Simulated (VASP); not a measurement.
The system is Ti.

```xyz
1
Lattice="-1.6300 1.6300 1.6300 1.6300 -1.6300 1.6300 1.6300 1.6300 -1.6300" Properties=species:S:1:pos:R:3 pbc="T T T"
Ti    0.0000    0.0000    0.0000
```

This cell differs from its parent crystal: volume scaled by 0.98.

Base run:

| Quantity | Value |
| --- | --- |
| Program | VASP 6.6.1 |
| Functional | PBEsol |
| Potentials or basis | VASP PAW PBE potentials, release 64 (Ti_sv) |
| Cutoff | 520 eV |
| k mesh | 11 × 11 × 11 |
| Occupations | fermi-dirac, width 0.05 eV |
| Spin | no spin polarisation |

Its results: band gap on the k mesh zero (band 6 reaches 8.99 eV, above the bottom of band 7 at 7.38 eV); pressure -5.1 GPa.

**Question.** The run is repeated on the same cell with these changes: functional from PBEsol to r2SCAN; further incar settings from ALGO = Normal; EDIFF = 1e-07; NBANDS = 12 to ALGO = Normal; EDIFF = 1e-06; NBANDS = 12. What comes out?

**Answer.** Band gap on the k mesh zero (band 6 reaches 9.29 eV, above the bottom of band 7 at 7.54 eV); pressure -0.4 GPa.

Caveats: the PAW data sets were made with another functional, which shifts forces and pressure a little.
